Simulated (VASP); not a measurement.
# Ag in VASP: settings compared

Ag is run at these levels: HF, PBE-based screened hybrid, PBEsol; tasks: single point.

Everything below comes from runs of VASP 6.6.1. Logs are shortened: lines on timing, memory, paths and dates and some standing lists are left out, and cuts for length are marked.

## 1. The cell of the first run

The structure is cubic, space group Fm-3m (No. 225). The conventional cell has a = 4.113 Å, b = 4.113 Å, c = 4.113 Å, α = 90.00°, β = 90.00°, γ = 90.00°. Within 3.8 Å of Ag (site symmetry m-3m) lie 12 Ag at 2.91 Å.

## 2. Single point, HF

File POSCAR:

```
Ag
1.0
    0.0000000000      2.0562785400      2.0562785400
    2.0562785400      0.0000000000      2.0562785400
    2.0562785400      2.0562785400      0.0000000000
Ag
1
Direct
    0.0000000000      0.0000000000      0.0000000000
```

File INCAR.step1:

```
  ALGO = Normal
  EDIFF = 1E-5
  ENCUT = 520
  GGA = PE
  ISIF = 2
  ISMEAR = -1
  LASPH = True
  LREAL = False
  LWAVE = True
  NBANDS = 12
  NELM = 80
  PREC = Accurate
  SIGMA = 0.05
```

File INCAR.step2:

```
  AEXX = 1.0
  AGGAC = 0.0
  ALDAC = 0.0
  ALGO = Normal
  EDIFF = 1E-6
  ENCUT = 520
  GGA = PE
  ISIF = 2
  ISMEAR = -1
  ISTART = 1
  LASPH = True
  LCHARG = True
  LELF = True
  LHFCALC = True
  LREAL = False
  LVHAR = True
  LWAVE = False
  NBANDS = 12
  NELM = 80
  PREC = Accurate
  PRECFOCK = Normal
  SIGMA = 0.05
```

File KPOINTS:

```
k-points
0
Gamma
  6 6 6
```

Potentials or basis: VASP PAW PBE potentials, release 64 (Ag).

Launch:

```
cat potpaw_PBE.64/Ag/POTCAR > POTCAR
cp INCAR.step1 INCAR
mpirun -np 1 vasp_std > vasp.out
cp INCAR.step2 INCAR
mpirun -np 1 vasp_std > vasp.out
```

OUTCAR:

```text
AEXX = 1.0
   EDIFF = 1E-6
   ENCUT = 520
   GGA = PE
   ISIF = 2
   ISMEAR = -1
   ISTART = 1
   LASPH = True
   LHFCALC = True
   LREAL = False
   NELM = 80
   PREC = Accurate
   PRECFOCK = Normal

 ion  position               nearest neighbor table
   1  0.000  0.000  0.000-

  LATTYP: Found a face centered cubic cell.
 ALAT       =     4.1125570800

  Lattice vectors:

 A1 = (   0.0000000000,   2.0562785400,   2.0562785400)
 A2 = (   2.0562785400,   0.0000000000,   2.0562785400)
 A3 = (   2.0562785400,   2.0562785400,   0.0000000000)

Analysis of symmetry for initial positions (statically):
=====================================================================
 Subroutine PRICEL returns:
 Original cell was already a primitive cell.

 Routine SETGRP: Setting up the symmetry group for a
 face centered cubic supercell.

 Subroutine GETGRP returns: Found 48 space group operations
 (whereof 48 operations were pure point group operations)
 out of a pool of 48 trial point group operations.

The static configuration has the point symmetry O_h .

Analysis of symmetry for dynamics (positions and initial velocities):
=====================================================================
 Subroutine PRICEL returns:
 Original cell was already a primitive cell.

 Routine SETGRP: Setting up the symmetry group for a
 face centered cubic supercell.

 Subroutine GETGRP returns: Found 48 space group operations
 (whereof 48 operations were pure point group operations)
 out of a pool of 48 trial point group operations.

The dynamic configuration has the point symmetry O_h .

 Subroutine INISYM returns: Found 48 space group operations
 (whereof 48 operations are pure point group operations),
 and found     1 'primitive' translations

----------------------------------------------------------------------------------------

                                     Primitive cell

  volume of cell :      17.3890

  direct lattice vectors                    reciprocal lattice vectors
     0.000000000  2.056278540  2.056278540    -0.243157719  0.243157719  0.243157719
     2.056278540  0.000000000  2.056278540     0.243157719 -0.243157719  0.243157719
     2.056278540  2.056278540  0.000000000     0.243157719  0.243157719 -0.243157719

  length of vectors
     2.908016999  2.908016999  2.908016999     0.421161524  0.421161524  0.421161524

  position of ions in fractional coordinates (direct lattice)
     0.000000000  0.000000000  0.000000000

  ion indices of the primitive-cell ions
   primitive index   ion index
                 1           1

----------------------------------------------------------------------------------------

 KPOINTS: k-points

Automatic generation of k-mesh.
 Grid dimensions read from file:
 generate k-points for:    6    6    6

 Generating k-lattice:

  Cartesian coordinates                     Fractional coordinates (reciprocal lattice)
    -0.040526287  0.040526287  0.040526287     0.166666667  0.000000000  0.000000000
     0.040526287 -0.040526287  0.040526287     0.000000000  0.166666667  0.000000000
     0.040526287  0.040526287 -0.040526287     0.000000000  0.000000000  0.166666667

  Length of vectors
     0.070193587  0.070193587  0.070193587

  Shift w.r.t. Gamma in fractional coordinates (k-lattice)
     0.000000000  0.000000000  0.000000000

 Subroutine IBZKPT returns following result:
 ===========================================

 Found     16 irreducible k-points:

 Following reciprocal coordinates:
            Coordinates               Weight
  0.000000  0.000000  0.000000      1.000000
  0.166667  0.000000  0.000000      8.000000
  0.333333  0.000000  0.000000      8.000000
  0.500000  0.000000  0.000000      4.000000
  0.166667  0.166667  0.000000      6.000000
  0.333333  0.166667  0.000000     24.000000
[... 8 lines left out ...]
 -0.333333  0.333333  0.166667     24.000000
 -0.333333  0.500000  0.166667     12.000000
   k-points           NKPTS =     16   k-points in BZ     NKDIM =    216   number of bands    NBANDS=     12
   number of dos      NEDOS =    301   number of ions     NIONS =      1
   total plane-waves  NPLWV =  13824
   dimension x,y,z NGX =    24 NGY =   24 NGZ =   24
   dimension x,y,z NGXF=    48 NGYF=   48 NGZF=   48
   ions per type =               1
   NGX,Y,Z   is equivalent  to a cutoff of  13.72, 13.72, 13.72 a.u.
   NGXF,Y,Z  is equivalent  to a cutoff of  27.44, 27.44, 27.44 a.u.
 SYSTEM =  unknown system
   PREC   = accura    normal or accurate (medium, high low for compatibility)
   ISTART =      1    job   : 0-new  1-cont  2-samecut
   ICHARG =      0    charge: 1-file 2-atom 10-const
   ISPIN  =      1    spin polarized calculation?
   LNONCOLLINEAR =      F non collinear calculations
   LSORBIT =      F    spin-orbit coupling
   LASPH  =      T    aspherical Exc in radial PAW
   ENCUT  =  520.0 eV  38.22 Ry    6.18 a.u.   5.41  5.41  5.41*2*pi/ulx,y,z
   NELM   =     80;   NELMIN=  2; NELMDL=  0     # of ELM steps
   EDIFF  = 0.1E-05   stopping-criterion for ELM
   LREAL  =      F    real-space projection
   EDIFFG = 0.1E-04   stopping-criterion for IOM
   NSW    =      0    number of steps for IOM
   IBRION =     -1    ionic relax: 0-MD 1-quasi-New 2-CG
   NFREE  =      0    steps in history (QN), initial steepest desc. (CG)
   ISIF   =      2    stress and relaxation
   ISYM   =      3    0-nonsym 1-usesym 2-fastsym
   POTIM  = 0.5000    time-step for ionic-motion
   TEBEG  =    0.0;   TEEND  =   0.0 temperature during run
   PSTRESS=    0.0 pullay stress
   NELECT =      11.0000    total number of electrons
   NUPDOWN=      -1.0000    fix difference up-down
   EMIN   =  10.00;   EMAX   =-10.00  energy-range for DOS
   EFERMI =   0.00;   METHOD = LEGACY
   ISMEAR =    -1;   SIGMA  =   0.05  broadening in eV -4-tet -1-fermi 0-gaus
   EFERMI_NEDOS =   21; number of points for ismear=-14 and -15
   IALGO  =     38    algorithm
   IMIX   =      1    mixing-type and parameters
     AMIX     =   0.40;   BMIX     =  1.00
     AMIX_MAG =   1.60;   BMIX_MAG =  1.00
  volume/ion in A,a.u.               =      17.39       117.35
  Fermi-wavevector in a.u.,A,eV,Ry     =   1.405337  2.655702 26.871123  1.974972
  Thomas-Fermi vector in A             =   2.527808
   LORBIT       =      0    0 simple, 1 ext, 2 COOP (PROOUT), +10 PAW based schemes
   GGA     = PE    functional components
   LHFCALC =     T    Hartree Fock is set to
   PRECFOCK=normal    Normal, Fast or Accurate (Low or Medium for compatibility)
   ENCUT4O =  -1.0   cutoff for four orbital integrals eV
   NKREDX  =     1    reduce k-point grid by
   NKREDY  =     1    reduce k-point grid by
   NKREDZ  =     1    reduce k-point grid by
   AEXX    =    1.0000 exact exchange contribution
   HFSCREEN=    0.0000 screening length (either q_TF or 0.3 A-1)
   HFSCREENC=   0.0000 screening length for correlation (either q_TF or 0.3 A-1)
   ENCUTFOCK=  -1.0 apply spherical cutoff to Coloumb kernel
   IVDW    =     0    specifies the selected vdW correction
   LEPSILON=     F    determine dielectric tensor
   LRPA    =     F    only Hartree local field effects (RPA)
 non-spin polarized calculation
  energy-cutoff  :      520.00
  volume of cell :       17.39
 maximum number of plane-waves:       483
 NGX is ok and might be reduce to    24
  NGX = 18; NGY = 18; NGZ = 18

 number of electron      10.9999999 magnetization

 Free energy of the ion-electron system (eV)
  ---------------------------------------------------
  ext. energy  EPLUGINS =         0.00000000
  ---------------------------------------------------
  free energy    TOTEN  =        -2.92877945 eV

  energy without entropy =       -2.92142862  energy(sigma->0) =       -2.92510404

 E-fermi :   8.5265     XC(G=0):   0.0000

 val. band max:        8.5009436604   @ k =   0.5000   0.3333   0.1667
 cond. band min:      11.2898195029   @ k =   0.5000   0.1667   0.0000
 fundamental gap:      2.7888758425
 Fermi energy:         8.5264851403

 k-point     1 :       0.0000    0.0000    0.0000
  band No.  band energies     occupation
      1      -3.5287      2.00000
      2      -2.7465      2.00000
      3      -2.7465      2.00000
      4      -2.7465      2.00000
      5      -1.5863      2.00000
      6      -1.5863      2.00000
      7      30.7677      0.00000
      8      34.8015      0.00000
      9      34.8015      0.00000
     10      34.8015      0.00000
     11      39.2255      0.00000
     12      41.4260      0.00000

 k-point     2 :       0.1667    0.0000    0.0000
  band No.  band energies     occupation
      1      -3.2184      2.00000
      2      -2.5278      2.00000
      3      -2.5278      2.00000
      4      -1.8414      2.00000
      5      -1.5846      2.00000
      6      -1.5846      2.00000
      7      29.0814      0.00000
      8      31.7136      0.00000
      9      35.1790      0.00000
     10      35.1790      0.00000
     11      38.4186      0.00000
     12      40.1017      0.00000

 k-point     3 :       0.3333    0.0000    0.0000
  band No.  band energies     occupation
      1      -3.8318      2.00000
      2      -2.6192      2.00000
      3      -2.6192      2.00000
      4      -0.9465      2.00000
      5      -0.9465      2.00000
      6       2.7863      2.00000
      7      21.8925      0.00000
      8      30.5925      0.00000
      9      34.5309      0.00000
     10      34.5309      0.00000
     11      38.3091      0.00000
     12      38.3091      0.00000

 k-point     4 :       0.5000    0.0000    0.0000
  band No.  band energies     occupation
      1      -4.1295      2.00000
      2      -2.7751      2.00000
      3      -2.7751      2.00000
      4      -0.4471      2.00000
      5      -0.4471      2.00000
      6       7.9218      1.99999
      7      16.3081      0.00000
      8      29.7654      0.00000
      9      33.3869      0.00000
     10      33.3869      0.00000
     11      38.3053      0.00000
     12      38.3053      0.00000

 k-point     5 :       0.1667    0.1667    0.0000
  band No.  band energies     occupation
      1      -3.2044      2.00000
      2      -2.6582      2.00000
      3      -2.2083      2.00000
      4      -2.2083      2.00000
      5      -1.3480      2.00000
      6      -1.0708      2.00000
      7      31.2116      0.00000
      8      31.9217      0.00000
      9      32.1704      0.00000
     10      32.1704      0.00000
     11      38.4387      0.00000
     12      41.2734      0.00000
[... 108 lines left out ...]
      1      -4.4869      2.00000
      2      -4.4547      2.00000
      3      -0.5928      2.00000
      4      -0.1107      2.00000
      5      -0.1107      2.00000
      6      13.9187      0.00000
      7      20.4560      0.00000
      8      25.1790      0.00000
      9      25.1790      0.00000
     10      32.2459      0.00000
     11      32.5962      0.00000
     12      46.0383      0.00000

 k-point    14 :       0.5000    0.3333    0.1667
  band No.  band energies     occupation
      1      -3.4517      2.00000
      2      -3.2542      2.00000
      3      -2.3247      2.00000
      4      -1.1011      2.00000
      5      -0.9345      2.00000
      6       8.5009      1.25000
      7      23.7810      0.00000
      8      23.9986      0.00000
      9      27.6420      0.00000
     10      35.7192      0.00000
     11      36.5898      0.00000
     12      41.2555      0.00000

 k-point    15 :      -0.3333    0.3333    0.1667
  band No.  band energies     occupation
      1      -3.4095      2.00000
      2      -3.1349      2.00000
      3      -2.3783      2.00000
      4      -1.5770      2.00000
      5      -0.4450      2.00000
      6      15.8743      0.00000
      7      17.5847      0.00000
      8      24.8874      0.00000
      9      24.9708      0.00000
     10      35.2052      0.00000
     11      38.5786      0.00000
     12      43.8424      0.00000

 k-point    16 :      -0.3333    0.5000    0.1667
  band No.  band energies     occupation
      1      -3.8892      2.00000
      2      -3.7063      2.00000
      3      -1.6840      2.00000
      4      -1.1518      2.00000
      5      -0.1165      2.00000
      6      16.7549      0.00000
      7      20.8635      0.00000
      8      21.9196      0.00000
      9      22.7090      0.00000
     10      35.4433      0.00000
     11      37.5836      0.00000
     12      41.5450      0.00000

------------------------ aborting loop because EDIFF is reached ----------------------------------------

  FORCE on cell =-STRESS in cart. coord.  units (eV):
  Direction    XX          YY          ZZ          XY          YZ          ZX
  --------------------------------------------------------------------------------------
  -------------------------------------------------------------------------------------
  Total        1.8552669      1.8552669      1.8552669     -0.0000000     -0.0000000     -0.0000000
  in kB      170.9390015    170.9390015    170.9390015     -0.0000000     -0.0000000     -0.0000000
  external PRESSURE =     170.9390015 kB  Pullay stress =       0.0000000 kB

 VOLUME and BASIS-vectors are now :
 -----------------------------------------------------------------------------
  energy-cutoff  :      520.00
  volume of cell :       17.39
      direct lattice vectors                 reciprocal lattice vectors
     0.000000000  2.056278540  2.056278540    -0.243157719  0.243157719  0.243157719
     2.056278540  0.000000000  2.056278540     0.243157719 -0.243157719  0.243157719
     2.056278540  2.056278540  0.000000000     0.243157719  0.243157719 -0.243157719

 POSITION                                       TOTAL-FORCE (eV/Angst)
 -----------------------------------------------------------------------------------
      0.00000      0.00000      0.00000        -0.000000     -0.000000     -0.000000
 -----------------------------------------------------------------------------------
    total drift:                                0.000000     -0.000000     -0.000000

  FREE ENERGIE OF THE ION-ELECTRON SYSTEM (eV)
  ---------------------------------------------------
  free  energy   TOTEN  =        -2.9287794528 eV

  energy  without entropy=       -2.9214286199  energy(sigma->0) =       -2.92510404
```

It took 13 min on 1 thread of Intel Xeon Platinum 8559C (Emerald Rapids), shared host; peak memory 0.16 GiB.

Results:

```yaml
Free_energy: -2.9288 eV
Pressure: 17.1 GPa
```

Caveat: the k points lie up to 0.44 Å⁻¹ apart; the PAW data sets were made with another functional, which shifts forces and pressure a little.

## 3. Single point, HF

This run uses another cell than the first one, of 17.73 Å³/atom, 1.020 times its volume.

File POSCAR:

```
Ag
1.0
    0.0000000000      2.0696313722      2.0696313722
    2.0696313722      0.0000000000      2.0696313722
    2.0696313722      2.0696313722      0.0000000000
Ag
1
Direct
    0.0000000000      0.0000000000      0.0000000000
```

File INCAR.step1:

```
  PREC = Accurate
  ENCUT = 520
  EDIFF = 1E-5
  ISMEAR = -1
  SIGMA = 0.05
  LREAL = False
  LASPH = True
  NELM = 100
  ALGO = Normal
  ISIF = 2
  LWAVE = True
  LCHARG = False
  NBANDS = 12
  GGA = PE
```

File INCAR.step2:

```
  PREC = Accurate
  ENCUT = 520
  EDIFF = 1E-7
  ISMEAR = -1
  SIGMA = 0.05
  LREAL = False
  LASPH = True
  NELM = 100
  ALGO = Normal
  ISIF = 2
  LWAVE = False
  LCHARG = False
  GGA = PE
  LHFCALC = True
  AEXX = 1.0
  ALDAC = 0.0
  AGGAC = 0.0
  PRECFOCK = Normal
  NBANDS = 12
  ISTART = 1
```

File KPOINTS:

```
Automatic mesh
0
Gamma
  6 6 6
```

Potentials or basis: VASP PAW PBE potentials, release 64 (Ag).

Launch:

```
cat potpaw_PBE.64/Ag/POTCAR > POTCAR
cp INCAR.step1 INCAR
mpirun -np 1 vasp_std > vasp.out
cp INCAR.step2 INCAR
mpirun -np 1 vasp_std > vasp.out
```

Wall time 12 min (1 thread of Intel Xeon Platinum 8559C (Emerald Rapids), shared host); peak memory 0.16 GiB.

Results (log left out):

```yaml
Free_energy: -2.9989 eV
Pressure: 15.8 GPa
```

Levels at points of the mesh, in eV from the Fermi level:
| k point | band 3 | band 4 | band 5 | band 6 | band 7 | band 8 | band 9 | band 10 |
| --- | --- | --- | --- | --- | --- | --- | --- | --- |
| (0.00, 0.00, 0.00) | -10.79 | -10.79 | -9.67 | -9.67 | 22.53 | 26.45 | 26.45 | 26.45 |
| (0.50, 0.00, 0.00) | -10.82 | -8.57 | -8.57 | 2.47 | 7.98 | 21.52 | 24.99 | 24.99 |
| (0.50, 0.50, 0.00) | -8.71 | -8.24 | -8.24 | 5.75 | 12.11 | 16.90 | 16.90 | 23.81 |

Caveat: the k points lie up to 0.44 Å⁻¹ apart; the PAW data sets were made with another functional, which shifts forces and pressure a little.

## 4. Single point, HF

This run uses another cell than the first one, of 18.07 Å³/atom, 1.039 times its volume.

File POSCAR:

```
Ag
1.0
    0.0000000000      2.0828140930      2.0828140930
    2.0828140930      0.0000000000      2.0828140930
    2.0828140930      2.0828140930      0.0000000000
Ag
1
Direct
    0.0000000000      0.0000000000      0.0000000000
```

File INCAR.step1:

```
SYSTEM = Ag
PREC = Accurate ; ENCUT = 520
EDIFF = 1E-5 ; ISMEAR = -1
SIGMA = 0.05 ; LREAL = .False.
LASPH = .True. ; NELM = 100
ALGO = Normal ; ISIF = 2
LWAVE = .True. ; LCHARG = .False.
NBANDS = 12 ; GGA = PE
```

File INCAR.step2:

```
SYSTEM = Ag
PREC = Accurate ; ENCUT = 520
EDIFF = 1E-7 ; ISMEAR = -1
SIGMA = 0.05 ; LREAL = .False.
LASPH = .True. ; NELM = 100
ALGO = Normal ; ISIF = 2
LWAVE = .False. ; LCHARG = .False.
GGA = PE ; LHFCALC = .True.
AEXX = 1.0 ; ALDAC = 0.0
AGGAC = 0.0 ; PRECFOCK = Normal
NBANDS = 12 ; ISTART = 1
```

File KPOINTS:

```
Automatic mesh
0
Gamma
  6 6 6
  0 0 0
```

Launch:

```
cat potpaw_PBE.64/Ag/POTCAR > POTCAR
cp INCAR.step1 INCAR
mpirun -np 1 vasp_std > vasp.out
cp INCAR.step2 INCAR
mpirun -np 1 vasp_std > vasp.out
```

Wall time 12 min (1 thread of Intel Xeon Platinum 8559C (Emerald Rapids), shared host); peak memory 0.16 GiB.

Results (log left out):

```
Free energy : -3.0306 eV
Pressure    : 13.7 GPa
```

Levels at points of the mesh, in eV from the Fermi level:
```csv
k point,band 3,band 4,band 5,band 6,band 7,band 8,band 9,band 10
"(0.00, 0.00, 0.00)",-10.72,-10.72,-9.65,-9.65,22.43,26.24,26.24,26.24
"(0.50, 0.00, 0.00)",-10.75,-8.58,-8.58,2.52,7.84,21.42,24.74,24.74
"(0.50, 0.50, 0.00)",-8.72,-8.26,-8.26,5.75,11.93,16.76,16.76,23.52
```

Caveat: the k points lie up to 0.44 Å⁻¹ apart; the PAW data sets were made with another functional, which shifts forces and pressure a little.

## 5. Single point, PBE-based screened hybrid

File POSCAR:

```
Ag
1.0
    0.0000000000      2.0562785400      2.0562785400
    2.0562785400      0.0000000000      2.0562785400
    2.0562785400      2.0562785400      0.0000000000
Ag
1
Direct
    0.0000000000      0.0000000000      0.0000000000
```

INCAR.step1, as its differences from that of step 4:

```diff
@@ -7,2 +7,2 @@
 LWAVE = .True. ; LCHARG = .False.
-NBANDS = 12 ; GGA = PE
+GGA = PE ; NBANDS = 12
```

File INCAR.step2:

```
SYSTEM = Ag
PREC = Accurate ; ENCUT = 520
EDIFF = 1E-6 ; ISMEAR = -1
SIGMA = 0.05 ; LREAL = .False.
LASPH = .True. ; NELM = 100
ALGO = Normal ; ISIF = 2
LWAVE = .False. ; LCHARG = .False.
GGA = PE ; LHFCALC = .True.
AEXX = 0.25 ; HFSCREEN = 0.3
PRECFOCK = Normal ; ISTART = 1
NBANDS = 12
```

KPOINTS is that of step 4.

Launch:

```
cat potpaw_PBE.64/Ag/POTCAR > POTCAR
cp INCAR.step1 INCAR
mpirun -np 1 vasp_std > vasp.out
cp INCAR.step2 INCAR
mpirun -np 1 vasp_std > vasp.out
```

It took 7.8 min on 1 thread of Intel Xeon Platinum 8488C (Sapphire Rapids), shared host; peak memory 0.24 GiB.

It converged, with:

```yaml
Free_energy: -2.7129 eV
Pressure: 3.0 GPa
```

Levels at points of the mesh, in eV from the Fermi level:
```csv
k point,band 4,band 5,band 6,band 7,band 8,band 9
"(0.00, 0.00, 0.00)",-5.62,-4.59,-4.59,17.08,20.72,20.72
"(0.50, 0.00, 0.00)",-3.73,-3.73,-0.06,4.20,16.25,19.04
"(0.50, 0.50, 0.00)",-3.49,-3.49,2.15,7.53,11.64,11.64
```

Caveat: the k points lie up to 0.44 Å⁻¹ apart; the PAW data sets were made with another functional, which shifts forces and pressure a little.

[end of part 1 of 2]
